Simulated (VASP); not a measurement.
Write the native input for VASP 6.6.1 that does the following.

```yaml
Task: single point
Functional: PBE
Potentials_or_basis: VASP PAW PBE potentials, release 64 (Zr_sv, Os_sv_GW, O)
Cutoff: 700 eV
k_mesh: 4 × 4 × 4
Occupations: gaussian, width 0.1 eV
Spin: collinear spin
Starting_moments: "[0.0, 0.0, 1.0, 0.0, 0.0, 0.0, 0.0, 0.0, 0.0] μB"
Dipole_correction: no
Further_INCAR_settings: ALGO = Normal; EDIFF = 1e-06; NBANDS = 52
```

The structure of Zr2OsO6 lies in POSCAR:

```
Zr2OsO6
1.0
    0.0000000000      3.6539374249      3.6539374249
    3.6539374249      0.0000000000      3.6539374249
    3.6539374249      3.6539374249      0.0000000000
Zr Os O
2 1 6
Direct
    0.2500000000      0.2500000000      0.2500000000
    0.7500000000      0.7500000000      0.7500000000
    0.0000000000      0.0000000000      0.0000000000
    0.7405374838      0.2594625162      0.2594625162
    0.2594625162      0.7405374838      0.7405374838
    0.2594625162      0.7405374838      0.2594625162
    0.7405374838      0.2594625162      0.7405374838
    0.2594625162      0.2594625162      0.7405374838
    0.7405374838      0.7405374838      0.2594625162
```

This cell differs from its parent crystal: atoms taken out.

The input as run:

INCAR

```
SYSTEM = Zr2OsO6
PREC = Accurate
ENCUT = 700
EDIFF = 1E-6
ISMEAR = 0
SIGMA = 0.1
LREAL = .False.
LASPH = .True.
NELM = 200
ALGO = Normal
ISIF = 2
LWAVE = .False.
LCHARG = .True.
ISPIN = 2
MAGMOM = 0 0 1 0 0 0 0 0 0
LORBIT = 11
LMAXMIX = 4
GGA = PE
LELF = .True.
LVHAR = .True.
NBANDS = 52
GGA_COMPAT = .False.
```

KPOINTS

```
Automatic mesh
0
Gamma
  4 4 4
  0 0 0
```

Potentials or basis: VASP PAW PBE potentials, release 64 (Zr_sv, Os_sv_GW, O).

The run is started by

```sh
$ cat potpaw_PBE.64/Zr_sv/POTCAR potpaw_PBE.64/Os_sv_GW/POTCAR potpaw_PBE.64/O/POTCAR > POTCAR
$ mpirun -np 1 vasp_std > vasp.out
```

Results of the run:

| Property | Result |
| --- | --- |
| Pressure | 0.6 GPa |
| Largest force | 0.105 eV/Å |
| Net moment | 0.14 μB per cell |
| Site moments | Zr -0.00; Os +0.09; O +0.01 μB |
| Valence electrons inside the program's atomic spheres | Zr 9.32; Os 15.68; O 4.98 |

Caveat: the k points lie up to 0.37 Å⁻¹ apart; the cell differs from its parent crystal (atoms taken out).

It took 4.5 min on 1 thread of Intel(R) Xeon(R) Platinum 8259CL CPU @ 2.50GHz (Skylake/Cascade Lake), on a shared host, peak memory 0.46 GiB.
